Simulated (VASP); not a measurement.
# Sr (Fm-3m) in VASP: notebook

The runs below take Sr through relaxation of cell and atoms, with LDA.

Program: VASP 6.6.1. These are calculated values, not measurements. Logs are shortened: lines on timing, memory, paths and dates and some standing lists are left out, and cuts for length are marked.

**1. The cell of the first run**

Symmetry: Fm-3m, No. 225, cubic system. Conventional cell: a = 5.785 Å, b = 5.785 Å, c = 5.785 Å, α = 90.00°, β = 90.00°, γ = 90.00°. Within 5.4 Å of Sr (site symmetry m-3m) lie 12 Sr at 4.09 Å.

**2. Relaxation of cell and atoms, LDA**

The input, INCAR:

```
SYSTEM = Sr
ALGO = Normal
EDIFF = 1E-7
EDIFFG = -0.002
ENCUT = 500
GGA = CA
GGA_COMPAT = .False.
IBRION = 2
ISIF = 3
ISMEAR = 0
LASPH = .True.
LCHARG = .False.
LREAL = .False.
LWAVE = .False.
NELM = 120
NELMIN = 4
NSW = 100
PREC = Accurate
SIGMA = 0.01
```

The input, KPOINTS:

```
k-points
0
Gamma
  8 8 8
  0 0 0
```

The input, POSCAR:

```
Sr
1.0
    0.0000000000      2.8922511961      2.8922511961
    2.8922511961      0.0000000000      2.8922511961
    2.8922511961      2.8922511961      0.0000000000
Sr
1
Direct
    0.0000000000      0.0000000000      0.0000000000
```

Potentials or basis: VASP PAW LDA potentials, release 64 (Sr_sv).

Run with:

```bash
$ cat potpaw_LDA.64/Sr_sv/POTCAR > POTCAR
$ mpirun -np 1 vasp_std > vasp.out
```

OUTCAR:

```text
SYSTEM = Sr
   EDIFF = 1E-7
   EDIFFG = -0.002
   ENCUT = 500
   GGA = CA
   IBRION = 2
   ISIF = 3
   ISMEAR = 0
   LASPH = .True.
   LREAL = .False.
   NELM = 120
   NELMIN = 4
   NSW = 100
   PREC = Accurate

 ion  position               nearest neighbor table
   1  0.000  0.000  0.000-

  LATTYP: Found a face centered cubic cell.
 ALAT       =     5.7845023922

  Lattice vectors:

 A1 = (   0.0000000000,   2.8922511961,   2.8922511961)
 A2 = (   2.8922511961,   0.0000000000,   2.8922511961)
 A3 = (   2.8922511961,   2.8922511961,   0.0000000000)

Analysis of symmetry for initial positions (statically):
=====================================================================
 Subroutine PRICEL returns:
 Original cell was already a primitive cell.

 Routine SETGRP: Setting up the symmetry group for a
 face centered cubic supercell.

 Subroutine GETGRP returns: Found 48 space group operations
 (whereof 48 operations were pure point group operations)
 out of a pool of 48 trial point group operations.

The static configuration has the point symmetry O_h .

Analysis of symmetry for dynamics (positions and initial velocities):
=====================================================================
 Subroutine PRICEL returns:
 Original cell was already a primitive cell.

 Routine SETGRP: Setting up the symmetry group for a
 face centered cubic supercell.

 Subroutine GETGRP returns: Found 48 space group operations
 (whereof 48 operations were pure point group operations)
 out of a pool of 48 trial point group operations.

The dynamic configuration has the point symmetry O_h .

 Subroutine INISYM returns: Found 48 space group operations
 (whereof 48 operations are pure point group operations),
 and found     1 'primitive' translations

----------------------------------------------------------------------------------------

                                     Primitive cell

  volume of cell :      48.3880

  direct lattice vectors                    reciprocal lattice vectors
     0.000000000  2.892251196  2.892251196    -0.172875717  0.172875717  0.172875717
     2.892251196  0.000000000  2.892251196     0.172875717 -0.172875717  0.172875717
     2.892251196  2.892251196  0.000000000     0.172875717  0.172875717 -0.172875717

  length of vectors
     4.090260867  4.090260867  4.090260867     0.299429526  0.299429526  0.299429526

  position of ions in fractional coordinates (direct lattice)
     0.000000000  0.000000000  0.000000000

  ion indices of the primitive-cell ions
   primitive index   ion index
                 1           1

----------------------------------------------------------------------------------------

 KPOINTS: k-points

Automatic generation of k-mesh.
 Grid dimensions read from file:
 generate k-points for:    8    8    8

 Generating k-lattice:

  Cartesian coordinates                     Fractional coordinates (reciprocal lattice)
    -0.021609465  0.021609465  0.021609465     0.125000000  0.000000000  0.000000000
     0.021609465 -0.021609465  0.021609465     0.000000000  0.125000000  0.000000000
     0.021609465  0.021609465 -0.021609465     0.000000000  0.000000000  0.125000000

  Length of vectors
     0.037428691  0.037428691  0.037428691

  Shift w.r.t. Gamma in fractional coordinates (k-lattice)
     0.000000000  0.000000000  0.000000000

 Subroutine IBZKPT returns following result:
 ===========================================

 Found     29 irreducible k-points:

 Following reciprocal coordinates:
            Coordinates               Weight
  0.000000  0.000000  0.000000      1.000000
  0.125000  0.000000  0.000000      8.000000
  0.250000  0.000000  0.000000      8.000000
  0.375000  0.000000  0.000000      8.000000
  0.500000  0.000000  0.000000      4.000000
  0.125000  0.125000  0.000000      6.000000
[... 16 lines left out ...]
  0.500000  0.250000  0.125000     48.000000
 -0.375000  0.250000  0.125000     24.000000
 [... further k-points ...]
   k-points           NKPTS =     29   k-points in BZ     NKDIM =     29   number of bands    NBANDS=      9
   number of dos      NEDOS =    301   number of ions     NIONS =      1
   total plane-waves  NPLWV =  27000
   dimension x,y,z NGX =    30 NGY =   30 NGZ =   30
   dimension x,y,z NGXF=    60 NGYF=   60 NGZF=   60
   ions per type =               1
   NGX,Y,Z   is equivalent  to a cutoff of  12.19, 12.19, 12.19 a.u.
   NGXF,Y,Z  is equivalent  to a cutoff of  24.39, 24.39, 24.39 a.u.
 SYSTEM =  Sr
   PREC   = accura    normal or accurate (medium, high low for compatibility)
   ISTART =      0    job   : 0-new  1-cont  2-samecut
   ICHARG =      2    charge: 1-file 2-atom 10-const
   ISPIN  =      1    spin polarized calculation?
   LNONCOLLINEAR =      F non collinear calculations
   LSORBIT =      F    spin-orbit coupling
   LASPH  =      T    aspherical Exc in radial PAW
   ENCUT  =  500.0 eV  36.75 Ry    6.06 a.u.   7.46  7.46  7.46*2*pi/ulx,y,z
   NELM   =    120;   NELMIN=  4; NELMDL= -5     # of ELM steps
   EDIFF  = 0.1E-06   stopping-criterion for ELM
   LREAL  =      F    real-space projection
   EDIFFG = -.2E-02   stopping-criterion for IOM
   NSW    =    100    number of steps for IOM
   IBRION =      2    ionic relax: 0-MD 1-quasi-New 2-CG
   NFREE  =      1    steps in history (QN), initial steepest desc. (CG)
   ISIF   =      3    stress and relaxation
   ISYM   =      2    0-nonsym 1-usesym 2-fastsym
   POTIM  = 0.5000    time-step for ionic-motion
   TEBEG  =    0.0;   TEEND  =   0.0 temperature during run
   PSTRESS=    0.0 pullay stress
   NELECT =      10.0000    total number of electrons
   NUPDOWN=      -1.0000    fix difference up-down
   EMIN   =  10.00;   EMAX   =-10.00  energy-range for DOS
   EFERMI =   0.00;   METHOD = LEGACY
   ISMEAR =     0;   SIGMA  =   0.01  broadening in eV -4-tet -1-fermi 0-gaus
   EFERMI_NEDOS =   21; number of points for ismear=-14 and -15
   IALGO  =     38    algorithm
   IMIX   =      4    mixing-type and parameters
     AMIX     =   0.40;   BMIX     =  1.00
     AMIX_MAG =   1.60;   BMIX_MAG =  1.00
  volume/ion in A,a.u.               =      48.39       326.54
  Fermi-wavevector in a.u.,A,eV,Ry     =   0.967896  1.829059 12.746254  0.936823
  Thomas-Fermi vector in A             =   2.097820
   LORBIT       =      0    0 simple, 1 ext, 2 COOP (PROOUT), +10 PAW based schemes
   GGA     = CA    functional components
   LHFCALC =     F    Hartree Fock is set to
   AEXX    =    0.0000 exact exchange contribution
   IVDW    =     0    specifies the selected vdW correction
   LEPSILON=     F    determine dielectric tensor
   LRPA    =     F    only Hartree local field effects (RPA)
 conjugate gradient relaxation of ions
 non-spin polarized calculation
 Gauss-broadening in eV      SIGMA  =   0.01
  energy-cutoff  :      500.00
  volume of cell :       48.39
 maximum number of plane-waves:      1249
 NGX is ok and might be reduce to    30
   NGX = 15   NGY = 15   NGZ = 15

 number of electron      10.0000000 magnetization

 Free energy of the ion-electron system (eV)
  ---------------------------------------------------
  ext. energy  EPLUGINS =         0.00000000
  ---------------------------------------------------
  free energy    TOTEN  =        -1.90445785 eV

  energy without entropy =       -1.90445785  energy(sigma->0) =       -1.90445785

 E-fermi :   1.9560     XC(G=0):  -7.9682

 val. band max:        1.8581241875   @ k =  -0.2500   0.5000   0.2500
 cond. band min:       2.0046410172   @ k =  -0.3750   0.2500   0.1250
 fundamental gap:      0.1465168297
 Fermi energy:         1.9559694712

 k-point     1 :       0.0000    0.0000    0.0000
  band No.  band energies     occupation
      1     -34.3465      2.00000
      2     -16.2976      2.00000
      3     -16.2976      2.00000
      4     -16.2976      2.00000
      5      -1.9757      2.00000
      6       4.2493      0.00000
      7       4.2493      0.00000
      8       4.2493      0.00000
      9       5.9231      0.00000

 k-point     2 :       0.1250    0.0000    0.0000
  band No.  band energies     occupation
      1     -34.3427      2.00000
      2     -16.3455      2.00000
      3     -16.3038      2.00000
      4     -16.3038      2.00000
      5      -1.6914      2.00000
      6       3.8623      0.00000
      7       4.3730      0.00000
      8       4.3730      0.00000
      9       5.7697      0.00000

 k-point     3 :       0.2500    0.0000    0.0000
  band No.  band energies     occupation
      1     -34.3334      2.00000
      2     -16.4586      2.00000
      3     -16.3187      2.00000
      4     -16.3187      2.00000
      5      -0.9185      2.00000
      6       3.1380      0.00000
      7       4.4273      0.00000
      8       4.4273      0.00000
      9       5.8648      0.00000

 k-point     4 :       0.3750    0.0000    0.0000
  band No.  band energies     occupation
      1     -34.3241      2.00000
      2     -16.5683      2.00000
      3     -16.3335      2.00000
      4     -16.3335      2.00000
      5       0.0704      2.00000
      6       2.5108      0.00000
      7       4.1978      0.00000
      8       4.1978      0.00000
      9       6.6069      0.00000

 k-point     5 :       0.5000    0.0000    0.0000
  band No.  band energies     occupation
      1     -34.3202      2.00000
      2     -16.6128      2.00000
      3     -16.3396      2.00000
      4     -16.3396      2.00000
      5       0.6322      2.00000
      6       2.1979      0.00000
      7       4.0794      0.00000
      8       4.0794      0.00000
      9       7.1331      0.00000

 k-point     6 :       0.1250    0.1250    0.0000
  band No.  band energies     occupation
      1     -34.3414      2.00000
      2     -16.3443      2.00000
      3     -16.3143      2.00000
      4     -16.3143      2.00000
      5      -1.5972      2.00000
      6       3.7497      0.00000
      7       4.4497      0.00000
      8       4.4497      0.00000
      9       5.2816      0.00000
[... 169 lines left out ...]
 k-point    21 :       0.5000    0.5000    0.0000
  band No.  band energies     occupation
      1     -34.3116      2.00000
      2     -16.5931      2.00000
      3     -16.4108      2.00000
      4     -16.4108      2.00000
      5       1.0590      2.00000
      6       2.0411      0.00000
      7       3.2933      0.00000
      8       7.1465      0.00000
      9       7.4964      0.00000

 k-point    22 :       0.3750    0.2500    0.1250
  band No.  band energies     occupation
      1     -34.3265      2.00000
      2     -16.4857      2.00000
      3     -16.3765      2.00000
      4     -16.3381      2.00000
      5      -0.2734      2.00000
      6       2.8445      0.00000
      7       3.7243      0.00000
      8       5.0209      0.00000
      9       5.2187      0.00000

 k-point    23 :       0.5000    0.2500    0.1250
  band No.  band energies     occupation
      1     -34.3190      2.00000
      2     -16.5442      2.00000
      3     -16.4113      2.00000
      4     -16.3561      2.00000
      5       0.6954      2.00000
      6       2.4569      0.00000
      7       3.2329      0.00000
      8       4.7883      0.00000
      9       6.0750      0.00000

 k-point    24 :      -0.3750    0.2500    0.1250
  band No.  band energies     occupation
      1     -34.3159      2.00000
      2     -16.5692      2.00000
      3     -16.4222      2.00000
      4     -16.3658      2.00000
      5       1.3882      2.00000
      6       2.0046      0.00000
      7       3.2155      0.00000
      8       4.6463      0.00000
      9       6.5833      0.00000

 [... further k-points ...]

------------------------ aborting loop because EDIFF is reached ----------------------------------------

  FORCE on cell =-STRESS in cart. coord.  units (eV):
  Direction    XX          YY          ZZ          XY          YZ          ZX
  --------------------------------------------------------------------------------------
  -------------------------------------------------------------------------------------
  Total       -0.0014600     -0.0014600     -0.0014600      0.0000000      0.0000000     -0.0000000
  in kB       -0.0483424     -0.0483424     -0.0483424      0.0000000      0.0000000     -0.0000000
  external PRESSURE =      -0.0483424 kB  Pullay stress =       0.0000000 kB

 VOLUME and BASIS-vectors are now :
 -----------------------------------------------------------------------------
  energy-cutoff  :      500.00
  volume of cell :       48.39
      direct lattice vectors                 reciprocal lattice vectors
     0.000000000  2.892251196  2.892251196    -0.172875717  0.172875717  0.172875717
     2.892251196  0.000000000  2.892251196     0.172875717 -0.172875717  0.172875717
     2.892251196  2.892251196  0.000000000     0.172875717  0.172875717 -0.172875717

 POSITION                                       TOTAL-FORCE (eV/Angst)
 -----------------------------------------------------------------------------------
      0.00000      0.00000      0.00000         0.000000      0.000000      0.000000
 -----------------------------------------------------------------------------------
    total drift:                               -0.000000     -0.000000      0.000000

  FREE ENERGIE OF THE ION-ELECTRON SYSTEM (eV)
  ---------------------------------------------------
  free  energy   TOTEN  =        -1.9044578539 eV

  energy  without entropy=       -1.9044578539  energy(sigma->0) =       -1.90445785

 reached required accuracy - stopping structural energy minimisation
```

It took 15 s on 1 thread of Intel Xeon Platinum 8375C at 2.90GHz (Ice Lake), shared host; peak memory 0.15 GiB.

Results:

```
Free energy             : -1.9045 eV
Pressure after relaxing : 0.0 GPa
```

Final structure:
```
Sr
1.0
     0.00000    2.89225    2.89225
     2.89225    0.00000    2.89225
     2.89225    2.89225    0.00000
Sr
1
Direct
  0.00000 0.00000 0.00000
```

**3. Relaxation of cell and atoms, LDA**

This run uses another cell than the first one, of 55.83 Å³/atom.

The input, INCAR:

```
SYSTEM = Sr
  PREC = Accurate
  ENCUT = 500
  EDIFF = 1E-7
  ISMEAR = 0
  SIGMA = 0.01
  LREAL = .FALSE.
  LASPH = .TRUE.
  NELM = 120
  ALGO = Normal
  ISIF = 3
  LWAVE = .FALSE.
  LCHARG = .FALSE.
  IBRION = 2
  NSW = 100
  EDIFFG = -0.002
  GGA_COMPAT = .FALSE.
  NELMIN = 4
```

The input, KPOINTS:

```
Automatic mesh
0
G
  8 8 8
  0 0 0
```

The input, POSCAR:

```
Sr
1.0
    0.0000000000      3.0336031300      3.0336031300
    3.0336031300      0.0000000000      3.0336031300
    3.0336031300      3.0336031300      0.0000000000
Sr
1
Direct
    0.0000000000      0.0000000000      0.0000000000
```

Potentials or basis: VASP PAW LDA potentials, release 64 (Sr_sv).

Run with:

```bash
$ cat potpaw_LDA.64/Sr_sv/POTCAR > POTCAR
$ mpirun -np 1 vasp_std > vasp.out
```

Run time: 30 s. Hardware: 1 thread of Intel Xeon Platinum 8375C at 2.90GHz (Ice Lake), shared host; peak memory 0.17 GiB.

The run converged. Its results:

| Item | Value |
| --- | --- |
| Free energy | -1.9048 eV |
| Relaxed volume | 48.38 Å³/atom |
| Relaxed cell | a = 4.090 Å, b = 4.090 Å, c = 4.090 Å, α = 60.00°, β = 60.00°, γ = 60.00° |
| Space group after relaxing (to 0.1 Å) | Fm-3m (No. 225) |
| Energy gained by relaxing | 41.5 meV/atom |
| Ionic steps | 4 |
| Pressure after relaxing | 0.0 GPa |

Step by step:
| step | energy change (eV) | largest force (eV/Å) | pressure (GPa) | volume (Å³) |
| --- | --- | --- | --- | --- |
| 1 | 0.0000 | 0.0000 | -1.57 | 55.83 |
| 2 | -0.0330 | 0.0000 | -0.83 | 51.54 |
| 3 | -0.0414 | 0.0000 | -0.09 | 48.72 |
| 4 | -0.0415 | 0.0000 | 0.00 | 48.38 |

Final structure:
```yaml
crystal:
  lattice:
    - [0.00000, 2.89215, 2.89215]
    - [2.89215, 0.00000, 2.89215]
    - [2.89215, 2.89215, 0.00000]
  atoms:
    - { symbol: Sr, position: [0.00000, 0.00000, 0.00000] }
```

Levels at points of the mesh, in eV from the Fermi level:
```tsv
k point	band 3	band 4	band 5	band 6	band 7	band 8
(0.00, 0.00, 0.00)	-18.25	-18.25	-3.93	2.29	2.29	2.29
(0.50, 0.00, 0.00)	-18.29	-18.29	-1.32	0.24	2.12	2.12
(0.50, 0.50, 0.00)	-18.37	-18.37	-0.90	0.09	1.34	5.19
```
